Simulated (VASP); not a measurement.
A run of VASP 6.6.1 is set up as follows.

INCAR

```
SYSTEM = BaTe
ALGO = Normal
EDIFF = 1E-7
EDIFFG = -0.002
ENCUT = 600
GGA = PS
IBRION = 2
ISIF = 3
ISMEAR = 0
LASPH = .True.
LCHARG = .False.
LREAL = .False.
LWAVE = .False.
NELM = 100
NSW = 100
PREC = Accurate
PSTRESS = 40.0
SIGMA = 0.01
```

KPOINTS

```
k-points
0
Gamma
  6 6 6
  0 0 0
```

POSCAR

```
BaTe
1.0
    0.0000000000      3.4713686740      3.4713686740
    3.4713686740      0.0000000000      3.4713686740
    3.4713686740      3.4713686740      0.0000000000
Ba Te
1 1
Direct
    0.0000000000      0.0000000000      0.0000000000
    0.5000000000      0.5000000000      0.5000000000
```

Potentials or basis: VASP PAW PBE potentials, release 64 (Ba_sv, Te).

The run is started by

```bash
$ cat potpaw_PBE.64/Ba_sv/POTCAR potpaw_PBE.64/Te/POTCAR > POTCAR
$ mpirun -np 1 vasp_std > vasp.out
```

Q: Estimate the relaxed cell.

A: a = 4.765 Å, b = 4.765 Å, c = 4.765 Å, α = 60.00°, β = 60.00°, γ = 60.00°.

Q: What does it give for the band gap on the k mesh?

A: 1.14 eV, indirect (least direct gap 1.51 eV).

Final structure:
```cif
data_structure
_symmetry_space_group_name_H-M 'P 1'
_symmetry_Int_Tables_number 1
_cell_length_a 4.7652
_cell_length_b 4.7652
_cell_length_c 4.7652
_cell_angle_alpha 60.000
_cell_angle_beta 60.000
_cell_angle_gamma 60.000
_cell_volume 76.51
loop_
_atom_site_label
_atom_site_type_symbol
_atom_site_fract_x
_atom_site_fract_y
_atom_site_fract_z
_atom_site_occupancy
Ba1 Ba 0.00000 0.00000 0.00000 1
Te1 Te 0.50000 0.50000 0.50000 1
```

Caveat: the cell is relaxed towards a set pressure, so the enthalpy falls and the energy may rise; spin-orbit coupling is left out, which moves the levels of the heavy elements. A k mesh can miss the band edges.
